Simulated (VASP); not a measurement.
MnF, 4 atoms in the cell. It takes space group C2/c (No. 15, monoclinic). The conventional cell has a = 4.903 Å, b = 4.893 Å, c = 5.212 Å, α = 90.00°, β = 90.34°, γ = 90.00°. Within 2.9 Å of Mn (site symmetry -1) lie 4 F at 2.17 Å. F (site symmetry 2) has 4 Mn at 2.17 Å and 2 F at 2.61 Å within 2.9 Å. 

| Item | Value |
| --- | --- |
| Program | VASP 6.6.1 |
| Task | single point |
| Functional | PBE |
| Potentials or basis | VASP PAW PBE potentials, release 64 (Mn_pv, F) |
| Cutoff | 520 eV |
| k mesh | 6 × 6 × 4 |
| Occupations | gaussian, width 0.1 eV |
| Spin | collinear spin, ferromagnetic start |
| Starting moments | [3.93, 3.93, 0.12, 0.12] μB |
| Dipole correction | no |
| Further INCAR settings | ALGO = Normal; EDIFF = 1e-07; NBANDS = 32 |

Potentials or basis: VASP PAW PBE potentials, release 64 (Mn_pv, F).

Command:

```bash
$ cat potpaw_PBE.64/Mn_pv/POTCAR potpaw_PBE.64/F/POTCAR > POTCAR
$ mpirun -np 1 vasp_std > vasp.out
```

Hardware: 1 thread of AMD EPYC 7R13 Processor (Zen 3), with other jobs on the host.

Question: Estimate the wall time of this run.

Answer: Run time: 3 min on 1 thread of AMD EPYC 7R13 Processor (Zen 3), on a shared host, peak memory 0.25 GiB. Counts: scf iterations 18, k points 47.
